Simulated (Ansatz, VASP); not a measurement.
# One calculation of Cu, two programs

```
CELL_PARAMETERS angstrom
-1.36650 1.36650 1.14763
1.36650 -1.36650 1.14763
1.36650 1.36650 -1.14763
ATOMIC_POSITIONS crystal
Cu 0.00000 0.00000 0.00000
```

Alike in both runs: functional r2SCAN; k mesh 1 × 1 × 1; occupations gaussian, width 0.1 eV; no spin polarisation.

Ansatz relaxed the structure, and its values are those at the end. VASP's run is a single point on that final structure, the one shown.

|  | VASP | Ansatz |
| --- | --- | --- |
| version | VASP 6.6.1 | Ansatz 0.2.0 |
| potentials or method | VASP PAW PBE potentials, release 64 (Cu_sv_GW), cutoff 900 eV | scalar-relativistic, plane waves, PAW |
| valence electrons in the cell | 19 | 19 |

|  | VASP | Ansatz | Ansatz less VASP |
| --- | --- | --- | --- |
| pressure (GPa) | 0.7 | 0.0 | -0.75 |

VASP's potentials were made for PBE, not for r2SCAN.

The k mesh is coarse, so the values compare programs but aren't converged.
